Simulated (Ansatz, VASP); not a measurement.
**One calculation of CdS, two programs**

```
CELL_PARAMETERS angstrom
0.00000 2.69122 2.69122
2.69122 0.00000 2.69122
2.69122 2.69122 0.00000
ATOMIC_POSITIONS crystal
Cd 0.00000 0.00000 0.00000
S 0.50000 0.50000 0.50000
```

Alike in both runs: task single point; functional PBE; k mesh 6 × 6 × 6; no spin polarisation.

|  | VASP | Ansatz |
| --- | --- | --- |
| version | VASP 6.6.1 | Ansatz 0.2.0 |
| potentials or method | VASP PAW PBE potentials, release 64 (Cd, S) | plane waves, PAW |
| plane-wave cutoff (eV) | 520 | 420 |
| occupations | gaussian, width 0.01 eV | fixed |
| valence electrons in the cell | 18 | 26 |

|  | VASP | Ansatz | Ansatz less VASP |
| --- | --- | --- | --- |
| gap on the k mesh at the Fermi level (eV) | 0.24 | 0.25 | +0.008 |
| pressure (GPa) | 5.7 | 5.2 | -0.51 |

VASP's potentials hold 18 valence electrons a cell and Ansatz's 26, so a difference there can come from the potentials and not from the codes.
